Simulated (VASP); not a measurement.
# BeSn (Fm-3m) in VASP: a series of runs

The runs below take BeSn through relaxation of cell and atoms, single point, with PBE.

All numbers are computed with VASP 6.6.1; they aren't measurements. Logs are shortened: lines on timing, memory, paths and dates and some standing lists are left out, and cuts for length are marked.

### Step 1. The cell of the first run

Symmetry: Fm-3m, No. 225, cubic system. The conventional cell has a = 5.133 Å, b = 5.133 Å, c = 5.133 Å, α = 90.00°, β = 90.00°, γ = 90.00°. Be (site symmetry m-3m) has 6 Sn at 2.57 Å within 3.4 Å. Within 3.4 Å of Sn (site symmetry m-3m) lie 6 Be at 2.57 Å.

### Step 2. Relaxation of cell and atoms, PBE

File INCAR:

```
PREC = Accurate
ENCUT = 600
EDIFF = 1E-6
ISMEAR = 0
SIGMA = 0.1
LREAL = False
LASPH = True
NELM = 100
ALGO = Fast
ISIF = 3
LWAVE = False
LCHARG = False
GGA = PE
IBRION = 2
NSW = 90
EDIFFG = -0.04
```

File KPOINTS:

```
regular mesh
0
Gamma
  6 6 6
```

File POSCAR:

```
BeSn
1.0
    0.0000000000      2.5667331637      2.5667331637
    2.5667331637      0.0000000000      2.5667331637
    2.5667331637      2.5667331637      0.0000000000
Be Sn
1 1
Direct
    0.0000000000      0.0000000000      0.0000000000
    0.5000000000      0.5000000000      0.5000000000
```

Potentials or basis: VASP PAW PBE potentials, release 64 (Be, Sn_d).

Started as:

```
> cat potpaw_PBE.64/Be/POTCAR potpaw_PBE.64/Sn_d/POTCAR > POTCAR
> mpirun -np 1 vasp_std > vasp.out
```

OUTCAR:

```text
PREC = Accurate
   ENCUT = 600
   EDIFF = 1E-6
   ISMEAR = 0
   LREAL = False
   LASPH = True
   NELM = 100
   ISIF = 3
   GGA = PE
   IBRION = 2
   NSW = 90
   EDIFFG = -0.04

 ion  position               nearest neighbor table
   1  0.000  0.000  0.000-   2 2.57   2 2.57   2 2.57   2 2.57   2 2.57   2 2.57
   2  0.500  0.500  0.500-   1 2.57   1 2.57   1 2.57   1 2.57   1 2.57   1 2.57

  LATTYP: Found a face centered cubic cell.
 ALAT       =     5.1334663274

  Lattice vectors:

 A1 = (   0.0000000000,   2.5667331637,   2.5667331637)
 A2 = (   2.5667331637,   0.0000000000,   2.5667331637)
 A3 = (   2.5667331637,   2.5667331637,   0.0000000000)

Analysis of symmetry for initial positions (statically):
=====================================================================
 Subroutine PRICEL returns:
 Original cell was already a primitive cell.

 Routine SETGRP: Setting up the symmetry group for a
 face centered cubic supercell.

 Subroutine GETGRP returns: Found 48 space group operations
 (whereof 48 operations were pure point group operations)
 out of a pool of 48 trial point group operations.

The static configuration has the point symmetry O_h .

Analysis of symmetry for dynamics (positions and initial velocities):
=====================================================================
 Subroutine PRICEL returns:
 Original cell was already a primitive cell.

 Routine SETGRP: Setting up the symmetry group for a
 face centered cubic supercell.

 Subroutine GETGRP returns: Found 48 space group operations
 (whereof 48 operations were pure point group operations)
 out of a pool of 48 trial point group operations.

The dynamic configuration has the point symmetry O_h .

 Subroutine INISYM returns: Found 48 space group operations
 (whereof 48 operations are pure point group operations),
 and found     1 'primitive' translations

----------------------------------------------------------------------------------------

                                     Primitive cell

  volume of cell :      33.8199

  direct lattice vectors                    reciprocal lattice vectors
     0.000000000  2.566733164  2.566733164    -0.194800148  0.194800148  0.194800148
     2.566733164  0.000000000  2.566733164     0.194800148 -0.194800148  0.194800148
     2.566733164  2.566733164  0.000000000     0.194800148  0.194800148 -0.194800148

  length of vectors
     3.629908851  3.629908851  3.629908851     0.337403754  0.337403754  0.337403754

  position of ions in fractional coordinates (direct lattice)
     0.000000000  0.000000000  0.000000000
     0.500000000  0.500000000  0.500000000

  ion indices of the primitive-cell ions
   primitive index   ion index
                 1           1
                 2           2

----------------------------------------------------------------------------------------

 KPOINTS: regular mesh

Automatic generation of k-mesh.
 Grid dimensions read from file:
 generate k-points for:    6    6    6

 Generating k-lattice:

  Cartesian coordinates                     Fractional coordinates (reciprocal lattice)
    -0.032466691  0.032466691  0.032466691     0.166666667  0.000000000  0.000000000
     0.032466691 -0.032466691  0.032466691     0.000000000  0.166666667  0.000000000
     0.032466691  0.032466691 -0.032466691     0.000000000  0.000000000  0.166666667

  Length of vectors
     0.056233959  0.056233959  0.056233959

  Shift w.r.t. Gamma in fractional coordinates (k-lattice)
     0.000000000  0.000000000  0.000000000

 Subroutine IBZKPT returns following result:
 ===========================================

 Found     16 irreducible k-points:

 Following reciprocal coordinates:
            Coordinates               Weight
  0.000000  0.000000  0.000000      1.000000
  0.166667  0.000000  0.000000      8.000000
  0.333333  0.000000  0.000000      8.000000
  0.500000  0.000000  0.000000      4.000000
  0.166667  0.166667  0.000000      6.000000
  0.333333  0.166667  0.000000     24.000000
[... 8 lines left out ...]
 -0.333333  0.333333  0.166667     24.000000
 -0.333333  0.500000  0.166667     12.000000
   k-points           NKPTS =     16   k-points in BZ     NKDIM =     16   number of bands    NBANDS=     12
   number of dos      NEDOS =    301   number of ions     NIONS =      2
   total plane-waves  NPLWV =  27000
   dimension x,y,z NGX =    30 NGY =   30 NGZ =   30
   dimension x,y,z NGXF=    60 NGYF=   60 NGZF=   60
   ions per type =               1   1
   NGX,Y,Z   is equivalent  to a cutoff of  13.74, 13.74, 13.74 a.u.
   NGXF,Y,Z  is equivalent  to a cutoff of  27.48, 27.48, 27.48 a.u.
 SYSTEM =  unknown system
   PREC   = accura    normal or accurate (medium, high low for compatibility)
   ISTART =      0    job   : 0-new  1-cont  2-samecut
   ICHARG =      2    charge: 1-file 2-atom 10-const
   ISPIN  =      1    spin polarized calculation?
   LNONCOLLINEAR =      F non collinear calculations
   LSORBIT =      F    spin-orbit coupling
   LASPH  =      T    aspherical Exc in radial PAW
   ENCUT  =  600.0 eV  44.10 Ry    6.64 a.u.   7.25  7.25  7.25*2*pi/ulx,y,z
   NELM   =    100;   NELMIN=  2; NELMDL= -5     # of ELM steps
   EDIFF  = 0.1E-05   stopping-criterion for ELM
   LREAL  =      F    real-space projection
   EDIFFG = -.4E-01   stopping-criterion for IOM
   NSW    =     90    number of steps for IOM
   IBRION =      2    ionic relax: 0-MD 1-quasi-New 2-CG
   NFREE  =      1    steps in history (QN), initial steepest desc. (CG)
   ISIF   =      3    stress and relaxation
   ISYM   =      2    0-nonsym 1-usesym 2-fastsym
   POTIM  = 0.5000    time-step for ionic-motion
   TEBEG  =    0.0;   TEEND  =   0.0 temperature during run
   PSTRESS=    0.0 pullay stress
   NELECT =      16.0000    total number of electrons
   NUPDOWN=      -1.0000    fix difference up-down
   EMIN   =  10.00;   EMAX   =-10.00  energy-range for DOS
   EFERMI =   0.00;   METHOD = LEGACY
   ISMEAR =     0;   SIGMA  =   0.10  broadening in eV -4-tet -1-fermi 0-gaus
   EFERMI_NEDOS =   21; number of points for ismear=-14 and -15
   IALGO  =     68    algorithm
   IMIX   =      4    mixing-type and parameters
     AMIX     =   0.40;   BMIX     =  1.00
     AMIX_MAG =   1.60;   BMIX_MAG =  1.00
  volume/ion in A,a.u.               =      16.91       114.11
  Fermi-wavevector in a.u.,A,eV,Ry     =   1.275628  2.410588 22.139771  1.627227
  Thomas-Fermi vector in A             =   2.408330
   LORBIT       =      0    0 simple, 1 ext, 2 COOP (PROOUT), +10 PAW based schemes
   GGA     = PE    functional components
   LHFCALC =     F    Hartree Fock is set to
   AEXX    =    0.0000 exact exchange contribution
   IVDW    =     0    specifies the selected vdW correction
   LEPSILON=     F    determine dielectric tensor
   LRPA    =     F    only Hartree local field effects (RPA)
 conjugate gradient relaxation of ions
 non-spin polarized calculation
 RMM-DIIS sequential band-by-band and
 Gauss-broadening in eV      SIGMA  =   0.10
  energy-cutoff  :      600.00
  volume of cell :       33.82
 maximum number of plane-waves:      1158
 NGX is ok and might be reduce to    30
   NGX = 15   NGY = 15   NGZ = 15

--------------------------------------- Ionic step        1  -------------------------------------------

 number of electron      16.0000003 magnetization

 Free energy of the ion-electron system (eV)
  ---------------------------------------------------
  ext. energy  EPLUGINS =         0.00000000
  ---------------------------------------------------
  free energy    TOTEN  =        -6.51849287 eV

  energy without entropy =       -6.51521993  energy(sigma->0) =       -6.51685640

------------------------ aborting loop because EDIFF is reached ----------------------------------------

  FORCE on cell =-STRESS in cart. coord.  units (eV):
  Direction    XX          YY          ZZ          XY          YZ          ZX
  --------------------------------------------------------------------------------------
  -------------------------------------------------------------------------------------
  Total        1.2083565      1.2083565      1.2083565     -0.0000000      0.0000000      0.0000000
  in kB       57.2444676     57.2444676     57.2444676     -0.0000000      0.0000000      0.0000000
  external PRESSURE =      57.2444676 kB  Pullay stress =       0.0000000 kB

 VOLUME and BASIS-vectors are now :
 -----------------------------------------------------------------------------
  energy-cutoff  :      600.00
  volume of cell :       33.82
      direct lattice vectors                 reciprocal lattice vectors
     0.000000000  2.566733164  2.566733164    -0.194800148  0.194800148  0.194800148
     2.566733164  0.000000000  2.566733164     0.194800148 -0.194800148  0.194800148
     2.566733164  2.566733164  0.000000000     0.194800148  0.194800148 -0.194800148
[... 37 lines left out ...]
 POSITION                                       TOTAL-FORCE (eV/Angst)
 -----------------------------------------------------------------------------------
      2.64155     -0.00000      2.64155        -0.000000     -0.000000     -0.000000
      2.64155      2.64155      2.64155         0.000000      0.000000      0.000000
 -----------------------------------------------------------------------------------
    total drift:                                0.000000     -0.000000      0.000000

  FREE ENERGIE OF THE ION-ELECTRON SYSTEM (eV)
  ---------------------------------------------------
  free  energy   TOTEN  =        -6.5585184302 eV

  energy  without entropy=       -6.5548301517  energy(sigma->0) =       -6.55667429

--------------------------------------- Ionic step        3  -------------------------------------------

 number of electron      15.9999999 magnetization

 Free energy of the ion-electron system (eV)
  ---------------------------------------------------
  ext. energy  EPLUGINS =         0.00000000
  ---------------------------------------------------
  free energy    TOTEN  =        -6.56009420 eV

  energy without entropy =       -6.55653978  energy(sigma->0) =       -6.55831699

 E-fermi :   7.1523     XC(G=0): -10.3333

 val. band max:        7.0684742703   @ k =   0.5000   0.3333   0.1667
 cond. band min:       7.3294413297   @ k =   0.1667   0.0000   0.0000
 fundamental gap:      0.2609670594
 Fermi energy:         7.1522894185

 k-point     1 :       0.0000    0.0000    0.0000
  band No.  band energies     occupation
      1     -13.9060      2.00000
      2     -13.9060      2.00000
      3     -13.8937      2.00000
      4     -13.8937      2.00000
      5     -13.8937      2.00000
      6      -3.5399      2.00000
      7       9.5839      0.00000
      8       9.5839      0.00000
      9       9.5839      0.00000
     10      14.7992      0.00000
     11      15.7896      0.00000
     12      15.7904      0.00000

 k-point     2 :       0.1667    0.0000    0.0000
  band No.  band energies     occupation
      1     -13.9110      2.00000
      2     -13.9110      2.00000
      3     -13.8922      2.00000
      4     -13.8813      2.00000
      5     -13.8813      2.00000
      6      -3.1076      2.00000
      7       7.3294      0.01223
      8       9.5588      0.00000
      9       9.5589      0.00000
     10      14.2603      0.00000
     11      14.2604      0.00000
     12      14.2916      0.00000
[... 230 lines left out ...]
 POSITION                                       TOTAL-FORCE (eV/Angst)
 -----------------------------------------------------------------------------------
      0.00000      0.00000      0.00000        -0.000000     -0.000000     -0.000000
      2.62875      2.62875      2.62875         0.000000      0.000000      0.000000
 -----------------------------------------------------------------------------------
    total drift:                                0.000000     -0.000000      0.000000

  FREE ENERGIE OF THE ION-ELECTRON SYSTEM (eV)
  ---------------------------------------------------
  free  energy   TOTEN  =        -6.5600942033 eV

  energy  without entropy=       -6.5565397753  energy(sigma->0) =       -6.55831699

 reached required accuracy - stopping structural energy minimisation
```

Run time: 33 s. Hardware: 1 thread of Intel Xeon Platinum 8375C at 2.90GHz (Ice Lake), shared host; peak memory 0.17 GiB.

Results:

```yaml
Free_energy: -6.5601 eV
Relaxed_volume: 18.17 Å³/atom
Relaxed_cell: a = 3.718 Å, b = 3.718 Å, c = 3.718 Å, α = 60.00°, β = 60.00°, γ = 60.00°
Space_group_after_relaxing_to_0.05_Å: Fm-3m (No. 225)
Energy_gained_by_relaxing: 20.8 meV/atom
Ionic_steps: 3
Pressure_after_relaxing: 0.0 GPa
Band_gap_on_the_k_mesh: zero (band 8 reaches 10.54 eV, above the bottom of band 9 at 4.79 eV)
```

The path:
| step | energy change (eV) | largest force (eV/Å) | pressure (GPa) | volume (Å³) |
| --- | --- | --- | --- | --- |
| 1 | 0.0000 | 0.0000 | 5.72 | 33.82 |
| 2 | -0.0400 | 0.0000 | -0.88 | 36.86 |
| 3 | -0.0416 | 0.0000 | -0.01 | 36.33 |

Final structure:
```
Be Sn
1.0
     0.00000    2.62875    2.62875
     2.62875    0.00000    2.62875
     2.62875    2.62875    0.00000
Be Sn
1 1
Cartesian
  0.0000 0.0000 0.0000
  2.6287 2.6287 2.6287
```

Caveat: spin-orbit coupling is left out, which moves the levels of the heavy elements.

### Step 3. Single point, PBE

This run uses another cell than the first one, of 18.26 Å³/atom, 1.080 times its volume.

File INCAR:

```
SYSTEM = BeSn
PREC = Accurate
ENCUT = 520
EDIFF = 1E-6
ISMEAR = 0
SIGMA = 0.1
LREAL = .FALSE.
LASPH = .TRUE.
NELM = 100
ALGO = Normal
ISIF = 2
LWAVE = .FALSE.
LCHARG = .FALSE.
GGA = PE
NBANDS = 15
```

File KPOINTS:

```
Automatic mesh
0
G
  18 18 18
  0 0 0
```

File POSCAR:

```
BeSn
1.0
    0.0000000000      2.6334151946      2.6334151946
    2.6334151946      0.0000000000      2.6334151946
    2.6334151946      2.6334151946      0.0000000000
Be Sn
1 1
Direct
    0.0000000000      0.0000000000      0.0000000000
    0.5000000000      0.5000000000      0.5000000000
```

Potentials or basis: VASP PAW PBE potentials, release 64 (Be, Sn_d).

Started as:

```
> cat potpaw_PBE.64/Be/POTCAR potpaw_PBE.64/Sn_d/POTCAR > POTCAR
> mpirun -np 1 vasp_std > vasp.out
```

Run time: 1.9 min. Hardware: 1 thread of Intel Xeon Platinum 8375C at 2.90GHz (Ice Lake), shared host; peak memory 0.24 GiB.

It converged, with:

```
Free energy            : -6.5737 eV
Pressure               : 0.0 GPa
Band gap on the k mesh : zero (band 8 reaches 10.47 eV, above the bottom of band 9 at 4.48 eV)
```

Levels at points of the mesh, in eV from the Fermi level:
```tsv
k point	band 6	band 7	band 8	band 9	band 10	band 11
(0.00, 0.00, 0.00)	-10.68	2.39	2.39	2.39	7.53	8.59
(0.50, 0.00, 0.00)	-7.59	-5.53	3.35	3.35	3.35	3.35
(0.50, 0.50, 0.00)	-6.08	-4.65	-0.99	-0.99	0.91	4.22
```

Caveat: spin-orbit coupling is left out, which moves the levels of the heavy elements.
